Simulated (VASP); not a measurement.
# Sr (P6/mmm) in VASP: notebook

Sr is run at these levels: PBE; tasks: relaxation of shape and atoms at fixed volume.

All numbers are computed with VASP 6.6.1; they aren't measurements. Logs are shortened: lines on timing, memory, paths and dates and some standing lists are left out, and cuts for length are marked.

## 1. The cell of the first run

It takes space group P6/mmm (No. 191, hexagonal). The conventional cell has a = 5.435 Å, b = 5.435 Å, c = 3.250 Å, α = 90.00°, β = 90.00°, γ = 120.00°. Within 4.3 Å of Sr (site symmetry 6/mmm) lie 14 Sr at 3.25 to 3.53 Å. Within 4.1 Å of Sr (site symmetry -6m2) lie 11 Sr at 3.14 to 3.53 Å.

This isn't the form of Sr at room conditions, which is fcc.

## 2. Relaxation of shape and atoms at fixed volume, PBE

Input file INCAR:

```
  PREC = Accurate
  ENCUT = 600
  EDIFF = 1E-6
  ISMEAR = -1
  SIGMA = 0.1
  LREAL = False
  LASPH = True
  NELM = 80
  ALGO = Normal
  ISIF = 4
  LWAVE = False
  LCHARG = False
  GGA = PE
  IBRION = 2
  NSW = 50
  EDIFFG = -0.005
```

Input file KPOINTS:

```
Automatic mesh
0
Gamma
  5 5 7
```

Input file POSCAR:

```
Sr
1.0
    5.4354375854      0.0000000000      0.0000000000
   -2.7177187927      4.7072270296      0.0000000000
    0.0000000000      0.0000000000      3.2495824014
Sr
3
Direct
    0.0000000000      0.0000000000      0.0000000000
    0.3333333333      0.6666666667      0.5000000000
    0.6666666667      0.3333333333      0.5000000000
```

Potentials or basis: VASP PAW PBE potentials, release 64 (Sr_sv).

Command:

```bash
$ cat potpaw_PBE.64/Sr_sv/POTCAR > POTCAR
$ mpirun -np 1 vasp_std > vasp.out
```

OUTCAR:

```text
PREC = Accurate
   ENCUT = 600
   EDIFF = 1E-6
   ISMEAR = -1
   LREAL = False
   LASPH = True
   NELM = 80
   ISIF = 4
   GGA = PE
   IBRION = 2
   NSW = 50
   EDIFFG = -0.005

 ion  position               nearest neighbor table
   1  0.000  0.000  0.000-   2 3.53   3 3.53   2 3.53   3 3.53   2 3.53   2 3.53   3 3.53   3 3.53
                             3 3.53   3 3.53   2 3.53   2 3.53
   2  0.333  0.667  0.500-   3 3.14   3 3.14   3 3.14   1 3.53   1 3.53   1 3.53   1 3.53   1 3.53
                             1 3.53   3 4.52   3 4.52   3 4.52   3 4.52   3 4.52   3 4.52
   3  0.667  0.333  0.500-   2 3.14   2 3.14   2 3.14   1 3.53   1 3.53   1 3.53   1 3.53   1 3.53
                             1 3.53   2 4.52   2 4.52   2 4.52   2 4.52   2 4.52   2 4.52

  LATTYP: Found a hexagonal cell.
 ALAT       =     5.4354375854
 C/A-ratio  =     0.5978511114

  Lattice vectors:

 A1 = (   5.4354375854,   0.0000000000,   0.0000000000)
 A2 = (  -2.7177187927,   4.7072270296,   0.0000000000)
 A3 = (   0.0000000000,   0.0000000000,   3.2495824014)

Analysis of symmetry for initial positions (statically):
=====================================================================
 Subroutine PRICEL returns:
 Original cell was already a primitive cell.

 Routine SETGRP: Setting up the symmetry group for a
 hexagonal supercell.

 Subroutine GETGRP returns: Found 24 space group operations
 (whereof 24 operations were pure point group operations)
 out of a pool of 24 trial point group operations.

The static configuration has the point symmetry D_6h.

Analysis of symmetry for dynamics (positions and initial velocities):
=====================================================================
 Subroutine PRICEL returns:
 Original cell was already a primitive cell.

 Routine SETGRP: Setting up the symmetry group for a
 hexagonal supercell.

 Subroutine GETGRP returns: Found 24 space group operations
 (whereof 24 operations were pure point group operations)
 out of a pool of 24 trial point group operations.

The dynamic configuration has the point symmetry D_6h.

 Subroutine INISYM returns: Found 24 space group operations
 (whereof 24 operations are pure point group operations),
 and found     1 'primitive' translations

----------------------------------------------------------------------------------------

                                     Primitive cell

  volume of cell :      83.1433

  direct lattice vectors                    reciprocal lattice vectors
     5.435437585  0.000000000  0.000000000     0.183977828  0.106219648  0.000000000
    -2.717718793  4.707227030  0.000000000     0.000000000  0.212439297  0.000000000
     0.000000000  0.000000000  3.249582401     0.000000000  0.000000000  0.307731849

  length of vectors
     5.435437585  5.435437585  3.249582401     0.212439297  0.212439297  0.307731849

  position of ions in fractional coordinates (direct lattice)
     0.000000000  0.000000000  0.000000000
     0.333333333  0.666666667  0.500000000
     0.666666667  0.333333333  0.500000000

  ion indices of the primitive-cell ions
   primitive index   ion index
                 1           1
                 2           2
                 3           3

----------------------------------------------------------------------------------------

 KPOINTS: Automatic mesh

Automatic generation of k-mesh.
 Grid dimensions read from file:
 generate k-points for:    5    5    7

 Generating k-lattice:

  Cartesian coordinates                     Fractional coordinates (reciprocal lattice)
     0.036795566  0.021243930  0.000000000     0.200000000  0.000000000  0.000000000
     0.000000000  0.042487859  0.000000000     0.000000000  0.200000000  0.000000000
     0.000000000  0.000000000  0.043961693     0.000000000  0.000000000  0.142857143

  Length of vectors
     0.042487859  0.042487859  0.043961693

  Shift w.r.t. Gamma in fractional coordinates (k-lattice)
     0.000000000  0.000000000  0.000000000

 Subroutine IBZKPT returns following result:
 ===========================================

 Found     20 irreducible k-points:

 Following reciprocal coordinates:
            Coordinates               Weight
  0.000000  0.000000  0.000000      1.000000
  0.200000  0.000000  0.000000      6.000000
  0.400000  0.000000  0.000000      6.000000
  0.200000  0.200000  0.000000      6.000000
  0.400000  0.200000  0.000000      6.000000
  0.000000  0.000000  0.142857      2.000000
[... 12 lines left out ...]
  0.200000  0.200000  0.428571     12.000000
  0.400000  0.200000  0.428571     12.000000
   k-points           NKPTS =     20   k-points in BZ     NKDIM =     20   number of bands    NBANDS=     19
   number of dos      NEDOS =    301   number of ions     NIONS =      3
   total plane-waves  NPLWV =  64512
   dimension x,y,z NGX =    48 NGY =   48 NGZ =   28
   dimension x,y,z NGXF=    96 NGYF=   96 NGZF=   56
   ions per type =               3
   NGX,Y,Z   is equivalent  to a cutoff of  14.68, 14.68, 14.32 a.u.
   NGXF,Y,Z  is equivalent  to a cutoff of  29.36, 29.36, 28.65 a.u.
 SYSTEM =  unknown system
   PREC   = accura    normal or accurate (medium, high low for compatibility)
   ISTART =      0    job   : 0-new  1-cont  2-samecut
   ICHARG =      2    charge: 1-file 2-atom 10-const
   ISPIN  =      1    spin polarized calculation?
   LNONCOLLINEAR =      F non collinear calculations
   LSORBIT =      F    spin-orbit coupling
   LASPH  =      T    aspherical Exc in radial PAW
   ENCUT  =  600.0 eV  44.10 Ry    6.64 a.u.  10.86 10.86  6.49*2*pi/ulx,y,z
   NELM   =     80;   NELMIN=  2; NELMDL= -5     # of ELM steps
   EDIFF  = 0.1E-05   stopping-criterion for ELM
   LREAL  =      F    real-space projection
   EDIFFG = -.5E-02   stopping-criterion for IOM
   NSW    =     50    number of steps for IOM
   IBRION =      2    ionic relax: 0-MD 1-quasi-New 2-CG
   NFREE  =      1    steps in history (QN), initial steepest desc. (CG)
   ISIF   =      4    stress and relaxation
   ISYM   =      2    0-nonsym 1-usesym 2-fastsym
   POTIM  = 0.5000    time-step for ionic-motion
   TEBEG  =    0.0;   TEEND  =   0.0 temperature during run
   PSTRESS=    0.0 pullay stress
   NELECT =      30.0000    total number of electrons
   NUPDOWN=      -1.0000    fix difference up-down
   EMIN   =  10.00;   EMAX   =-10.00  energy-range for DOS
   EFERMI =   0.00;   METHOD = LEGACY
   ISMEAR =    -1;   SIGMA  =   0.10  broadening in eV -4-tet -1-fermi 0-gaus
   EFERMI_NEDOS =   21; number of points for ismear=-14 and -15
   IALGO  =     38    algorithm
   IMIX   =      4    mixing-type and parameters
     AMIX     =   0.40;   BMIX     =  1.00
     AMIX_MAG =   1.60;   BMIX_MAG =  1.00
  volume/ion in A,a.u.               =      27.71       187.03
  Fermi-wavevector in a.u.,A,eV,Ry     =   1.165484  2.202445 18.481502  1.358352
  Thomas-Fermi vector in A             =   2.302009
   LORBIT       =      0    0 simple, 1 ext, 2 COOP (PROOUT), +10 PAW based schemes
   GGA     = PE    functional components
   LHFCALC =     F    Hartree Fock is set to
   AEXX    =    0.0000 exact exchange contribution
   IVDW    =     0    specifies the selected vdW correction
   LEPSILON=     F    determine dielectric tensor
   LRPA    =     F    only Hartree local field effects (RPA)
 conjugate gradient relaxation of ions
 non-spin polarized calculation
  energy-cutoff  :      600.00
  volume of cell :       83.14
 maximum number of plane-waves:      2799
 NGX is ok and might be reduce to    48
   NGX = 21   NGY = 21   NGZ = 13

--------------------------------------- Ionic step        1  -------------------------------------------

 number of electron      30.0000000 magnetization

 Free energy of the ion-electron system (eV)
  ---------------------------------------------------
  ext. energy  EPLUGINS =         0.00000000
  ---------------------------------------------------
  free energy    TOTEN  =        -1.23619752 eV

  energy without entropy =       -1.10319064  energy(sigma->0) =       -1.16969408

------------------------ aborting loop because EDIFF is reached ----------------------------------------

  FORCE on cell =-STRESS in cart. coord.  units (eV):
  Direction    XX          YY          ZZ          XY          YZ          ZX
  --------------------------------------------------------------------------------------
  -------------------------------------------------------------------------------------
  Total       11.6999689     11.6999689     10.9443329      0.0000000     -0.0000000      0.0000000
  in kB      225.4592600    225.4592600    210.8980984      0.0000000     -0.0000000      0.0000000
  external PRESSURE =     220.6055394 kB  Pullay stress =       0.0000000 kB

 VOLUME and BASIS-vectors are now :
 -----------------------------------------------------------------------------
  energy-cutoff  :      600.00
  volume of cell :       83.14
      direct lattice vectors                 reciprocal lattice vectors
     5.435437585  0.000000000  0.000000000     0.183977828  0.106219648  0.000000000
    -2.717718793  4.707227030  0.000000000     0.000000000  0.212439297  0.000000000
     0.000000000  0.000000000  3.249582401     0.000000000  0.000000000  0.307731849

 POSITION                                       TOTAL-FORCE (eV/Angst)
 -----------------------------------------------------------------------------------
      0.00000      0.00000      0.00000         0.000000      0.000000      0.000000
     -0.00000      3.13815      1.62479        -0.000000      0.000000      0.000000
      2.71772      1.56908      1.62479         0.000000     -0.000000      0.000000
 -----------------------------------------------------------------------------------
    total drift:                               -0.000000      0.000000     -0.000000

  FREE ENERGIE OF THE ION-ELECTRON SYSTEM (eV)
  ---------------------------------------------------
  free  energy   TOTEN  =        -1.2361975193 eV
[... 54 lines left out ...]
 VOLUME and BASIS-vectors are now :
 -----------------------------------------------------------------------------
  energy-cutoff  :      600.00
  volume of cell :       83.14
      direct lattice vectors                 reciprocal lattice vectors
     5.472592524  0.000000000  0.000000000     0.182728752  0.105498494  0.000000000
    -2.736296262  4.739404150  0.000000000     0.000000000  0.210996988  0.000000000
     0.000000000 -0.000000000  3.205607568     0.000000000 -0.000000000  0.311953344

 POSITION                                       TOTAL-FORCE (eV/Angst)
 -----------------------------------------------------------------------------------
      0.00000      0.00000      0.00000        -0.000000     -0.000000      0.000000
     -0.00000      3.15960      1.60280         0.000000     -0.000000     -0.000000
      2.73630      1.57980      1.60280        -0.000000      0.000000      0.000000
 -----------------------------------------------------------------------------------
    total drift:                               -0.000000      0.000000     -0.000000

  FREE ENERGIE OF THE ION-ELECTRON SYSTEM (eV)
  ---------------------------------------------------
  free  energy   TOTEN  =        -1.2416367766 eV

  energy  without entropy=       -1.1080262523  energy(sigma->0) =       -1.17483151

--------------------------------------- Ionic step        4  -------------------------------------------

 number of electron      30.0000000 magnetization

 Free energy of the ion-electron system (eV)
  ---------------------------------------------------
  ext. energy  EPLUGINS =         0.00000000
  ---------------------------------------------------
  free energy    TOTEN  =        -1.24164612 eV

  energy without entropy =       -1.10802725  energy(sigma->0) =       -1.17483668

 E-fermi :   4.4550     XC(G=0):  -9.7931

 val. band max:        4.4505620663   @ k =   0.4000   0.2000   0.4286
 cond. band min:       4.4617774180   @ k =   0.2000   0.0000   0.2857
 fundamental gap:      0.0112153517
 Fermi energy:         4.4549875361

 k-point     1 :       0.0000    0.0000    0.0000
  band No.  band energies     occupation
      1     -31.2127      2.00000
      2     -30.9042      2.00000
      3     -30.8321      2.00000
      4     -13.7617      2.00000
      5     -13.7617      2.00000
      6     -13.3759      2.00000
[... 11 lines left out ...]
     18       5.5891      0.00002
     19       5.9049      0.00000

 k-point     2 :       0.2000    0.0000    0.0000
  band No.  band energies     occupation
      1     -31.1821      2.00000
      2     -30.9277      2.00000
      3     -30.8413      2.00000
      4     -13.9221      2.00000
      5     -13.8138      2.00000
      6     -13.1585      2.00000
[... 420 lines left out ...]
 VOLUME and BASIS-vectors are now :
 -----------------------------------------------------------------------------
  energy-cutoff  :      600.00
  volume of cell :       83.14
      direct lattice vectors                 reciprocal lattice vectors
     5.474063527  0.000000000  0.000000000     0.182679648  0.105470144  0.000000000
    -2.737031764  4.740678077  0.000000000     0.000000000  0.210940288  0.000000000
     0.000000000 -0.000000000  3.203884962     0.000000000 -0.000000000  0.312121069

 POSITION                                       TOTAL-FORCE (eV/Angst)
 -----------------------------------------------------------------------------------
      0.00000      0.00000      0.00000        -0.000000     -0.000000      0.000000
     -0.00000      3.16045      1.60194         0.000000     -0.000000     -0.000000
      2.73703      1.58023      1.60194        -0.000000      0.000000      0.000000
 -----------------------------------------------------------------------------------
    total drift:                               -0.000000      0.000000     -0.000000

  FREE ENERGIE OF THE ION-ELECTRON SYSTEM (eV)
  ---------------------------------------------------
  free  energy   TOTEN  =        -1.2416461161 eV

  energy  without entropy=       -1.1080272472  energy(sigma->0) =       -1.17483668

 reached required accuracy - stopping structural energy minimisation
```

Wall time 3.7 min (1 thread of Oxide Virtual Turin-like, shared host); peak memory 0.21 GiB.

Results:

- Free energy: -1.2416 eV
- Energy gained by relaxing: 1.8 meV/atom
- Ionic steps: 4
- Pressure after relaxing: 22.0 GPa
- Band gap on the k mesh: zero (bands 15 and 16 overlap by 1.35 eV)

Step by step:
```
step  energy change (eV)  largest force (eV/Å)  pressure (GPa)  volume (Å³)
   1              0.0000                0.0000           22.06        83.14
   2             -0.0044                0.0000           22.05        83.14
   3             -0.0054                0.0000           22.04        83.14
   4             -0.0054                0.0000           22.04        83.14
```

Final structure:
```
Sr
1.0
     5.47406    0.00000    0.00000
    -2.73703    4.74068    0.00000
     0.00000    0.00000    3.20388
Sr
3
Direct
  0.00000 0.00000 0.00000
  0.33333 0.66667 0.50000
  0.66667 0.33333 0.50000
```

[end of part 1 of 2]

The gap in the log of VASP goes by the Fermi energy; the results here count the filled bands.